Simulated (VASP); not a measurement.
Wanted: the native input for a VASP 6.6.1 run.

```
Task                   : single point
Functional             : PBE
Potentials or basis    : VASP PAW PBE potentials, release 64 (Hf_pv, Si, Mo_sv)
Cutoff                 : 520 eV
k mesh                 : 4 × 4 × 4
Occupations            : gaussian, width 0.1 eV
Spin                   : no spin polarisation
Dipole correction      : no
Further INCAR settings : ALGO = Normal; EDIFF = 1e-07; NBANDS = 41
```

The structure of HfSi3Mo3 lies in POSCAR:

```
HfSi3Mo3
1.0
    5.1448147049      0.0000000000      0.0000000000
    0.0000000000      5.1448147049      0.0000000000
    0.0000000000      0.0000000000      5.1448147049
Hf Si Mo
1 3 3
Direct
    0.5000000000      0.5000000000      0.5000000000
    0.5000000000      0.0000000000      0.0000000000
    0.0000000000      0.5000000000      0.0000000000
    0.0000000000      0.0000000000      0.5000000000
    0.5000000000      0.5000000000      0.0000000000
    0.0000000000      0.5000000000      0.5000000000
    0.5000000000      0.0000000000      0.5000000000
```

The cell was generated, and may not be a known phase.

The input as run:

INCAR

```
SYSTEM = HfSi3Mo3
PREC = Accurate ; ENCUT = 520
EDIFF = 1E-7 ; ISMEAR = 0
SIGMA = 0.1 ; LREAL = .False.
LASPH = .True. ; NELM = 80
ALGO = Normal ; ISIF = 2
LWAVE = .False. ; LCHARG = .False.
GGA = PE ; NBANDS = 41
```

KPOINTS

```
Automatic mesh
0
Gamma
  4 4 4
  0 0 0
```

Potentials or basis: VASP PAW PBE potentials, release 64 (Hf_pv, Si, Mo_sv).

The run is started by

```sh
$ cat potpaw_PBE.64/Hf_pv/POTCAR potpaw_PBE.64/Si/POTCAR potpaw_PBE.64/Mo_sv/POTCAR > POTCAR
$ mpirun -np 1 vasp_std > vasp.out
```

It gave:

```yaml
Pressure: -0.1 GPa
Band_gap_on_the_k_mesh: zero (bands 32 and 33 overlap by 1.16 eV)
```

Caveat: spin-orbit coupling is left out, which moves the levels of the heavy elements.

Run time: 37 s on 1 thread of AMD EPYC 9R45 96-Core Processor (Zen 5), with other jobs on the host, peak memory 0.23 GiB.
